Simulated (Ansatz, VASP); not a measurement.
## AlN in VASP and in Ansatz

```
Al N
1.0
     3.14593    0.00000    0.00000
    -1.57296    2.72445    0.00000
     0.00000    0.00000    5.01774
Al N
2 2
Cartesian
  0.0000 1.8163 0.0012
  1.5730 0.9082 2.5100
  0.0000 1.8163 1.9156
  1.5730 0.9082 4.4245
```

Alike in both runs: task relaxation of the atoms; functional PBE; k mesh 8 × 8 × 5; no spin polarisation.

```csv
,VASP,Ansatz
version,VASP 6.6.1,Ansatz 0.2.0
potentials or method,"VASP PAW PBE potentials, release 64 (Al, N)","scalar-relativistic, plane waves, PAW"
plane-wave cutoff (eV),520,420
occupations,"gaussian, width 0.01 eV",fixed
valence electrons in the cell,16,16
```

```tsv
	VASP	Ansatz	Ansatz less VASP
gap on the k mesh at the Fermi level, each at its own relaxed structure (eV)	3.93	3.92	-0.009
```

Ansatz's warnings: stress scf threshold loose.
